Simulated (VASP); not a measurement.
# Fe (R-3m) in VASP: a series of runs, part 2 of 2

VASP 6.6.1. The steps go on from the part before.

## Step 3: Electric field gradients, PBE, collinear spin, ferromagnetic start (shortest bond scaled by 0.7)

The input, INCAR:

```
PREC     = Accurate       # precision mode
ENCUT    = 520            # plane-wave cutoff, eV
EDIFF    = 1E-8           # SCF threshold, eV
ISMEAR   = -1             # smearing method
SIGMA    = 0.05           # smearing width, eV
LREAL    = F              # projectors in reciprocal space
LASPH    = T              # aspherical terms in the spheres
NELM     = 200            # most SCF steps
ALGO     = Normal         # electronic algorithm
ISIF     = 2              # what is computed and relaxed
LWAVE    = F              # write WAVECAR
LCHARG   = F              # write CHGCAR
ISPIN    = 2              # spin polarisation
MAGMOM   = 2.5 2.5        # initial moments
LORBIT   = 11             # projections on sites
LMAXMIX  = 4              # l up to which the mixer works
GGA      = PE             # functional
LEFG     = T            
NBANDS   = 19             # bands
GGA_COMPAT= F
```

The input, KPOINTS:

```
Automatic mesh
0
Gamma
  11 11 11
```

The input, POSCAR:

```
Fe
1.0
    0.0000000000      2.4218490979      2.4218490979
    2.4218490979      0.0000000000      2.4218490979
    2.4218490979      2.4218490979      0.0000000000
Fe
2
Direct
   -0.2375000000     -0.0875000000     -0.0875000000
    0.2375000000      0.0875000000      0.0875000000
```

Potentials or basis: VASP PAW PBE potentials, release 64 (Fe).

Launch:

```console
cat potpaw_PBE.64/Fe/POTCAR > POTCAR
mpirun -np 1 vasp_std > vasp.out
```

OUTCAR:

```text
PREC = Accurate
   ENCUT = 520
   EDIFF = 1E-8
   ISMEAR = -1
   LREAL = F
   LASPH = T
   NELM = 200
   ISIF = 2
   ISPIN = 2
   LORBIT = 11
   GGA = PE

 ion  position               nearest neighbor table
   1  0.763  0.913  0.913-   2 1.47   2 2.38   2 2.38   2 2.38
   2  0.237  0.087  0.087-   1 1.47   1 2.38   1 2.38   1 2.38

 -----------------------------------------------------------------------------
|                                                                             |
|           W    W    AA    RRRRR   N    N  II  N    N   GGGG   !!!           |
|           W    W   A  A   R    R  NN   N  II  NN   N  G    G  !!!           |
|           W    W  A    A  R    R  N N  N  II  N N  N  G       !!!           |
|           W WW W  AAAAAA  RRRRR   N  N N  II  N  N N  G  GGG   !            |
|           WW  WW  A    A  R   R   N   NN  II  N   NN  G    G                |
|           W    W  A    A  R    R  N    N  II  N    N   GGGG   !!!           |
|                                                                             |
|     The distance between some ions is very small. Please check the          |
|     nearest-neighbor list in the OUTCAR file.                               |
|     I HOPE YOU KNOW WHAT YOU ARE DOING!                                     |
|                                                                             |
 -----------------------------------------------------------------------------
[... 1306 lines left out ...]
 ion       V_xx      V_yy      V_zz      V_xy      V_xz      V_yz
---------------------------------------------------------------------
   1       0.001    -0.000    -0.000   -97.397   -97.397    97.400
   2       0.001    -0.000    -0.000   -97.397   -97.397    97.400
---------------------------------------------------------------------

 Electric field gradients after diagonalization (V/A^2)
 (convention: |V_zz| > |V_xx| > |V_yy|)
----------------------------------------------------------------------
 ion       V_xx      V_yy      V_zz     asymmetry (V_yy - V_xx)/ V_zz
----------------------------------------------------------------------
   1     -97.401   -97.396   194.797       0.000
   2     -97.401   -97.396   194.797       0.000
----------------------------------------------------------------------

           NMR quadrupolar parameters

 Cq : quadrupolar parameter    Cq=e*Q*V_zz/h
 eta: asymmetry parameters     (V_yy - V_xx)/ V_zz
 Q  : nuclear electric quadrupole moment in mb (millibarn)
----------------------------------------------------------------------
 ion       Cq(MHz)       eta       Q (mb)
----------------------------------------------------------------------
   1       0.471       0.000       1.000
   2       0.471       0.000       1.000
----------------------------------------------------------------------

 total charge

# of ion       s       p       d       tot
------------------------------------------
    1        0.446   0.447   6.864   7.757
    2        0.446   0.447   6.864   7.757
--------------------------------------------------
tot          0.893   0.893  13.729  15.515

 magnetization (x)

# of ion       s       p       d       tot
------------------------------------------
    1        0.001   0.001   0.129   0.131
    2        0.001   0.001   0.129   0.131
--------------------------------------------------
tot          0.002   0.001   0.259   0.262
```

OSZICAR:

```text
N       E                     dE             d eps       ncg     rms          rms(c)
DAV:   1     0.962024746186E+02    0.96202E+02   -0.70219E+03 11208   0.102E+03
DAV:   2    -0.559722059247E+01   -0.10180E+03   -0.88489E+02 11161   0.203E+02
DAV:   3    -0.989757069584E+01   -0.43004E+01   -0.41644E+01 12297   0.547E+01
DAV:   4    -0.994727632884E+01   -0.49706E-01   -0.49680E-01 12592   0.562E+00
[... 12 lines left out ...]
DAV:  17    -0.102877680368E+02   -0.94784E-06   -0.58546E-07 16695   0.131E-02    0.366E-03
DAV:  18    -0.102877685677E+02   -0.53092E-06   -0.96421E-07 15400   0.196E-02    0.698E-04
DAV:  19    -0.102877685994E+02   -0.31636E-07   -0.12664E-07 11747   0.347E-03    0.463E-04
DAV:  20    -0.102877685770E+02    0.22406E-07   -0.47581E-09  7729   0.141E-03    0.513E-04
DAV:  21    -0.102877685852E+02   -0.82644E-08   -0.99130E-09  8887   0.235E-03
   1 F= -.10287769E+02 E0= -.10273290E+02  d E =-.289571E-01  mag=     0.2671
```

stdout:

```text
POSCAR found type information on POSCAR Fe
 POSCAR found :  1 types and       2 ions
 scaLAPACK will be used
 LDA part: xc-table for (Slater+PW92), standard interpolation
 -----------------------------------------------------------------------------
|                                                                             |
|           W    W    AA    RRRRR   N    N  II  N    N   GGGG   !!!           |
|           W    W   A  A   R    R  NN   N  II  NN   N  G    G  !!!           |
|           W    W  A    A  R    R  N N  N  II  N N  N  G       !!!           |
|           W WW W  AAAAAA  RRRRR   N  N N  II  N  N N  G  GGG   !            |
|           WW  WW  A    A  R   R   N   NN  II  N   NN  G    G                |
|           W    W  A    A  R    R  N    N  II  N    N   GGGG   !!!           |
|                                                                             |
|     The distance between some ions is very small. Please check the          |
|     nearest-neighbor list in the OUTCAR file.                               |
|     I HOPE YOU KNOW WHAT YOU ARE DOING!                                     |
|                                                                             |
 -----------------------------------------------------------------------------

 POSCAR, INCAR and KPOINTS ok, starting setup
 FFT: planning ... GRIDC
 FFT: planning ... GRID_SOFT
 FFT: planning ... GRID
 WAVECAR not read
 entering main loop
ion   1

ion   2
```

Wall time 5.6 min (1 thread of Oxide Virtual Turin-like, shared host); peak memory 0.22 GiB.

Results:

* Free energy: -10.2878 eV
* Pressure: 35.4 GPa
* Largest force: 17.671 eV/Å
* Net moment: 0.27 μB per cell
* Site moments: Fe +0.13 μB
* Largest electric field gradient by atom: Fe +194.8 V/Å²
* Valence electrons inside the program's atomic spheres: Fe 7.76

Forces in eV/Å, atoms in the order of the input:
```
Fe  -10.202  10.202  10.202
Fe   10.202 -10.202 -10.202
```

Levels at points of the mesh, in eV from the Fermi level:
Spin up:
| k point | band 6 | band 7 | band 8 | band 9 | band 10 | band 11 |
| --- | --- | --- | --- | --- | --- | --- |
| (0.00, 0.00, 0.00) | -2.85 | -1.03 | -0.34 | -0.34 | 0.77 | 0.77 |
Spin down:
```csv
k point,band 5,band 6,band 7,band 8,band 9,band 10,band 11,band 12
"(0.00, 0.00, 0.00)",-2.72,-2.72,-0.92,-0.18,-0.18,0.90,0.90,12.06
```

Electric field gradients, principal values (V/Å²):
```csv
atom,least,middle,greatest (by size)
1 Fe,-97.396,-97.401,194.797
2 Fe,-97.396,-97.401,194.797
```

Caveat: the cell differs from its parent crystal (shortest bond scaled by 0.7); atoms lie so close that the PAW spheres overlap strongly, which falsifies energies and pressures; the cell stands under pressure; without QUAD_EFG the Cq values of the log hold for a quadrupole moment of 1 mb, not for the nuclei; forces of over 1 eV/Å act on the atoms, so gaps and moduli don't describe the material at rest.
